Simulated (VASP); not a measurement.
# Se (Im-3m) in VASP: single point with PBEsol

Aim: the single point of Se with PBEsol.

All numbers are computed with VASP 6.6.1; they aren't measurements. Logs are shortened: lines on timing, memory, paths and dates and some standing lists are left out, and cuts for length are marked.

**1. The cell of the first run**

Symmetry: Im-3m, No. 229, cubic system. Conventional cell: a = 3.367 Å, b = 3.367 Å, c = 3.367 Å, α = 90.00°, β = 90.00°, γ = 90.00°. Se (site symmetry m-3m) has 14 Se at 2.92 to 3.37 Å within 3.8 Å.

**2. Single point, PBEsol**

Input file INCAR:

```
ALGO = Normal
EDIFF = 1E-6
ENCUT = 520
GGA = PS
ISIF = 2
ISMEAR = -1
LASPH = T
LCHARG = F
LREAL = F
LWAVE = F
NBANDS = 9
NELM = 80
PREC = Accurate
SIGMA = 0.13605693000000002
```

Input file KPOINTS:

```
k-points
0
Gamma
  14 14 14
```

Input file POSCAR:

```
Se
1.0
   -1.6835495153      1.6835495153      1.6835495153
    1.6835495153     -1.6835495153      1.6835495153
    1.6835495153      1.6835495153     -1.6835495153
Se
1
Direct
    0.0000000000      0.0000000000      0.0000000000
```

Potentials or basis: VASP PAW PBE potentials, release 64 (Se).

Started as:

```console
> cat potpaw_PBE.64/Se/POTCAR > POTCAR
> mpirun -np 1 vasp_std > vasp.out
```

OUTCAR:

```text
EDIFF = 1E-6
   ENCUT = 520
   GGA = PS
   ISIF = 2
   ISMEAR = -1
   LASPH = T
   LREAL = F
   NELM = 80
   PREC = Accurate

 ion  position               nearest neighbor table
   1  0.000  0.000  0.000-

  LATTYP: Found a body centered cubic cell.
 ALAT       =     3.3670990306

  Lattice vectors:

 A1 = (  -1.6835495153,   1.6835495153,   1.6835495153)
 A2 = (   1.6835495153,  -1.6835495153,   1.6835495153)
 A3 = (   1.6835495153,   1.6835495153,  -1.6835495153)

Analysis of symmetry for initial positions (statically):
=====================================================================
 Subroutine PRICEL returns:
 Original cell was already a primitive cell.

 Routine SETGRP: Setting up the symmetry group for a
 body centered cubic supercell.

 Subroutine GETGRP returns: Found 48 space group operations
 (whereof 48 operations were pure point group operations)
 out of a pool of 48 trial point group operations.

The static configuration has the point symmetry O_h .

Analysis of symmetry for dynamics (positions and initial velocities):
=====================================================================
 Subroutine PRICEL returns:
 Original cell was already a primitive cell.

 Routine SETGRP: Setting up the symmetry group for a
 body centered cubic supercell.

 Subroutine GETGRP returns: Found 48 space group operations
 (whereof 48 operations were pure point group operations)
 out of a pool of 48 trial point group operations.

The dynamic configuration has the point symmetry O_h .

 Subroutine INISYM returns: Found 48 space group operations
 (whereof 48 operations are pure point group operations),
 and found     1 'primitive' translations

----------------------------------------------------------------------------------------

                                     Primitive cell

  volume of cell :      19.0870

  direct lattice vectors                    reciprocal lattice vectors
    -1.683549515  1.683549515  1.683549515     0.000000000  0.296991562  0.296991562
     1.683549515 -1.683549515  1.683549515     0.296991562  0.000000000  0.296991562
     1.683549515  1.683549515 -1.683549515     0.296991562  0.296991562  0.000000000

  length of vectors
     2.915993298  2.915993298  2.915993298     0.420009495  0.420009495  0.420009495

  position of ions in fractional coordinates (direct lattice)
     0.000000000  0.000000000  0.000000000

  ion indices of the primitive-cell ions
   primitive index   ion index
                 1           1

----------------------------------------------------------------------------------------

 KPOINTS: k-points

Automatic generation of k-mesh.
 Grid dimensions read from file:
 generate k-points for:   14   14   14

 Generating k-lattice:

  Cartesian coordinates                     Fractional coordinates (reciprocal lattice)
     0.000000000  0.021213683  0.021213683     0.071428571  0.000000000  0.000000000
     0.021213683  0.000000000  0.021213683     0.000000000  0.071428571  0.000000000
     0.021213683  0.021213683  0.000000000     0.000000000  0.000000000  0.071428571

  Length of vectors
     0.030000678  0.030000678  0.030000678

  Shift w.r.t. Gamma in fractional coordinates (k-lattice)
     0.000000000  0.000000000  0.000000000

 Subroutine IBZKPT returns following result:
 ===========================================

 Found    104 irreducible k-points:

 Following reciprocal coordinates:
            Coordinates               Weight
  0.000000  0.000000  0.000000      1.000000
  0.071429  0.000000  0.000000     12.000000
  0.142857  0.000000  0.000000     12.000000
  0.214286  0.000000  0.000000     12.000000
  0.285714  0.000000  0.000000     12.000000
  0.357143  0.000000  0.000000     12.000000
[... 16 lines left out ...]
  0.285714  0.285714  0.000000     24.000000
  0.357143  0.285714  0.000000     24.000000
 [... further k-points ...]
   k-points           NKPTS =    104   k-points in BZ     NKDIM =    104   number of bands    NBANDS=      9
   number of dos      NEDOS =    301   number of ions     NIONS =      1
   total plane-waves  NPLWV =  13824
   dimension x,y,z NGX =    24 NGY =   24 NGZ =   24
   dimension x,y,z NGXF=    48 NGYF=   48 NGZF=   48
   ions per type =               1
   NGX,Y,Z   is equivalent  to a cutoff of  13.68, 13.68, 13.68 a.u.
   NGXF,Y,Z  is equivalent  to a cutoff of  27.37, 27.37, 27.37 a.u.
 SYSTEM =  unknown system
   PREC   = accura    normal or accurate (medium, high low for compatibility)
   ISTART =      0    job   : 0-new  1-cont  2-samecut
   ICHARG =      2    charge: 1-file 2-atom 10-const
   ISPIN  =      1    spin polarized calculation?
   LNONCOLLINEAR =      F non collinear calculations
   LSORBIT =      F    spin-orbit coupling
   LASPH  =      T    aspherical Exc in radial PAW
   ENCUT  =  520.0 eV  38.22 Ry    6.18 a.u.   5.42  5.42  5.42*2*pi/ulx,y,z
   NELM   =     80;   NELMIN=  2; NELMDL= -5     # of ELM steps
   EDIFF  = 0.1E-05   stopping-criterion for ELM
   LREAL  =      F    real-space projection
   EDIFFG = 0.1E-04   stopping-criterion for IOM
   NSW    =      0    number of steps for IOM
   IBRION =     -1    ionic relax: 0-MD 1-quasi-New 2-CG
   NFREE  =      0    steps in history (QN), initial steepest desc. (CG)
   ISIF   =      2    stress and relaxation
   ISYM   =      2    0-nonsym 1-usesym 2-fastsym
   POTIM  = 0.5000    time-step for ionic-motion
   TEBEG  =    0.0;   TEEND  =   0.0 temperature during run
   PSTRESS=    0.0 pullay stress
   NELECT =       6.0000    total number of electrons
   NUPDOWN=      -1.0000    fix difference up-down
   EMIN   =  10.00;   EMAX   =-10.00  energy-range for DOS
   EFERMI =   0.00;   METHOD = LEGACY
   ISMEAR =    -1;   SIGMA  =   0.14  broadening in eV -4-tet -1-fermi 0-gaus
   EFERMI_NEDOS =   21; number of points for ismear=-14 and -15
   IALGO  =     38    algorithm
   IMIX   =      4    mixing-type and parameters
     AMIX     =   0.40;   BMIX     =  1.00
     AMIX_MAG =   1.60;   BMIX_MAG =  1.00
  volume/ion in A,a.u.               =      19.09       128.81
  Fermi-wavevector in a.u.,A,eV,Ry     =   1.113130  2.103511 16.858423  1.239059
  Thomas-Fermi vector in A             =   2.249712
   LORBIT       =      0    0 simple, 1 ext, 2 COOP (PROOUT), +10 PAW based schemes
   GGA     = PS    functional components
   LHFCALC =     F    Hartree Fock is set to
   AEXX    =    0.0000 exact exchange contribution
   IVDW    =     0    specifies the selected vdW correction
   LEPSILON=     F    determine dielectric tensor
   LRPA    =     F    only Hartree local field effects (RPA)
 non-spin polarized calculation
  energy-cutoff  :      520.00
  volume of cell :       19.09
 maximum number of plane-waves:       537
 NGX is ok and might be reduce to    24
   NGX = 11   NGY = 11   NGZ = 11

 number of electron       6.0000001 magnetization

 Free energy of the ion-electron system (eV)
  ---------------------------------------------------
  ext. energy  EPLUGINS =         0.00000000
  ---------------------------------------------------
  free energy    TOTEN  =        -3.41618622 eV

  energy without entropy =       -3.37556407  energy(sigma->0) =       -3.39587514

 E-fermi :   6.1520     XC(G=0): -11.0095

 val. band max:        6.1236903206   @ k =  -0.4286  -0.4286   0.2143
 cond. band min:       6.1552748365   @ k =  -0.2143   0.2143   0.2143
 fundamental gap:      0.0315845159
 Fermi energy:         6.1519951070

 k-point     1 :       0.0000    0.0000    0.0000
  band No.  band energies     occupation
      1     -10.5318      2.00000
      2       9.4987      0.00000
      3       9.4987      0.00000
      4       9.4987      0.00000
      5      18.0735      0.00000
      6      18.7266      0.00000
      7      18.7266      0.00000
      8      18.7266      0.00000
      9      21.7754      0.00000

 k-point     2 :       0.0714    0.0000    0.0000
  band No.  band energies     occupation
      1     -10.4160      2.00000
      2       8.7671      0.00000
      3       9.2450      0.00000
      4       9.4514      0.00000
      5      18.1149      0.00000
      6      18.2321      0.00000
      7      18.9421      0.00000
      8      19.2234      0.00000
      9      20.8034      0.00000

 k-point     3 :       0.1429    0.0000    0.0000
  band No.  band energies     occupation
      1     -10.0721      2.00000
      2       7.0553      0.00261
      3       8.6277      0.00000
      4       9.3165      0.00000
      5      16.9000      0.00000
      6      17.2573      0.00000
      7      20.1049      0.00000
      8      20.5695      0.00000
      9      20.9025      0.00000

 k-point     4 :       0.2143    0.0000    0.0000
  band No.  band energies     occupation
      1      -9.5119      2.00000
      2       4.9940      1.99960
      3       7.8964      0.00001
      4       9.1178      0.00000
      5      15.5507      0.00000
      6      16.2892      0.00000
      7      20.7664      0.00000
      8      20.8462      0.00000
      9      22.5113      0.00000

 k-point     5 :       0.2857    0.0000    0.0000
  band No.  band energies     occupation
      1      -8.7637      2.00000
      2       2.9176      2.00000
      3       7.2231      0.00076
      4       8.8944      0.00000
      5      14.4627      0.00000
      6      15.4843      0.00000
      7      21.2063      0.00000
      8      21.5706      0.00000
      9      24.8718      0.00000

 k-point     6 :       0.3571    0.0000    0.0000
  band No.  band energies     occupation
      1      -7.8944      2.00000
      2       1.0340      2.00000
      3       6.6993      0.03519
      4       8.6928      0.00000
      5      13.6888      0.00000
      6      14.8926      0.00000
      7      21.9501      0.00000
      8      22.5903      0.00000
      9      26.6912      0.00000
[... 169 lines left out ...]
 k-point    21 :       0.2857    0.2143    0.0000
  band No.  band energies     occupation
      1      -6.9034      2.00000
      2       0.6852      2.00000
      3       3.5708      2.00000
      4       7.5324      0.00008
      5      15.1028      0.00000
      6      17.4447      0.00000
      7      21.2492      0.00000
      8      22.7858      0.00000
      9      25.9309      0.00000

 k-point    22 :       0.3571    0.2143    0.0000
  band No.  band energies     occupation
      1      -6.3405      2.00000
      2      -0.0601      2.00000
      3       3.0989      2.00000
      4       7.3936      0.00022
      5      14.9837      0.00000
      6      17.8932      0.00000
      7      21.1808      0.00000
      8      22.5212      0.00000
      9      27.3577      0.00000

 k-point    23 :       0.2857    0.2857    0.0000
  band No.  band energies     occupation
      1      -6.3003      2.00000
      2       0.4677      2.00000
      3       2.2519      2.00000
      4       7.3177      0.00038
      5      15.3747      0.00000
      6      18.1316      0.00000
      7      20.8408      0.00000
      8      23.5014      0.00000
      9      25.7422      0.00000

 k-point    24 :       0.3571    0.2857    0.0000
  band No.  band energies     occupation
      1      -6.0512      2.00000
      2       0.4719      2.00000
      3       1.6767      2.00000
      4       7.2446      0.00065
      5      15.4606      0.00000
      6      18.7296      0.00000
      7      20.0015      0.00000
      8      24.1123      0.00000
      9      26.3261      0.00000

 [... further k-points ...]
[... 5 lines left out ...]
  --------------------------------------------------------------------------------------
  -------------------------------------------------------------------------------------
  Total        0.1504543      0.1504543      0.1504543      0.0000000     -0.0000000     -0.0000000
  in kB       12.6292446     12.6292446     12.6292446      0.0000000     -0.0000000     -0.0000000
  external PRESSURE =      12.6292446 kB  Pullay stress =       0.0000000 kB

 VOLUME and BASIS-vectors are now :
 -----------------------------------------------------------------------------
  energy-cutoff  :      520.00
  volume of cell :       19.09
      direct lattice vectors                 reciprocal lattice vectors
    -1.683549515  1.683549515  1.683549515     0.000000000  0.296991562  0.296991562
     1.683549515 -1.683549515  1.683549515     0.296991562  0.000000000  0.296991562
     1.683549515  1.683549515 -1.683549515     0.296991562  0.296991562  0.000000000

 POSITION                                       TOTAL-FORCE (eV/Angst)
 -----------------------------------------------------------------------------------
      0.00000      0.00000      0.00000        -0.000000      0.000000     -0.000000
 -----------------------------------------------------------------------------------
    total drift:                                0.000000      0.000000      0.000000

  FREE ENERGIE OF THE ION-ELECTRON SYSTEM (eV)
  ---------------------------------------------------
  free  energy   TOTEN  =        -3.4161862154 eV

  energy  without entropy=       -3.3755640695  energy(sigma->0) =       -3.39587514
```

It took 7.4 s on 1 thread of Intel Xeon Platinum 8375C at 2.90GHz (Ice Lake), shared host; peak memory 0.14 GiB.

What came out:

| Quantity | Value |
| --- | --- |
| Free energy | -3.4162 eV |
| Pressure | 1.3 GPa |
| Band gap on the k mesh | zero (band 3 reaches 9.50 eV, above the bottom of band 4 at 2.71 eV) |

Levels at points of the mesh, in eV from the Fermi level:
```
           k point  band 1  band 2  band 3  band 4  band 5  band 6  band 7  band 8
(0.00, 0.00, 0.00)  -16.68    3.35    3.35    3.35   11.92   12.57   12.57   12.57
(0.50, 0.00, 0.00)  -12.85   -7.16    0.11    2.35    6.92    8.26   17.68   18.49
(0.50, 0.50, 0.50)  -10.15   -3.44   -3.44   -3.44    3.74    3.74   23.33   23.33
```

Caveat: the PAW data sets were made with another functional, which shifts forces and pressure a little.
